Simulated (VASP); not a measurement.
A run of VASP 6.6.1 is set up as follows.

File INCAR:

```
SYSTEM = Sc
PREC = Accurate ; ENCUT = 520
EDIFF = 1E-6 ; ISMEAR = -1
SIGMA = 0.08 ; LREAL = .False.
LASPH = .True. ; NELM = 100
ALGO = Normal ; ISIF = 2
LWAVE = .False. ; LCHARG = .False.
GGA = PE ; NBANDS = 18
```

KPOINTS

```
Automatic mesh
0
Gamma
  14 14 14
  0 0 0
```

POSCAR

```
Sc
1.0
   -1.9840491704      1.9840491704      1.2581065607
    1.9840491704     -1.9840491704      1.2581065607
    1.9840491704      1.9840491704     -1.2581065607
Sc
2
Direct
   -0.3750000000     -0.1250000000     -0.2500000000
    0.3750000000      0.1250000000      0.2500000000
```

Potentials or basis: VASP PAW PBE potentials, release 64 (Sc_sv).

Command:

```bash
$ cat potpaw_PBE.64/Sc_sv/POTCAR > POTCAR
$ mpirun -np 1 vasp_std > vasp.out
```

Predict the band gap on the k mesh.

zero (band 11 reaches 13.29 eV, above the bottom of band 12 at 9.79 eV).

What does it give for the pressure?

172.4 GPa.

Stress tensor (GPa, compression positive):
```
174.16   0.00   0.00
  0.00 174.16   0.00
  0.00   0.00 168.86
```
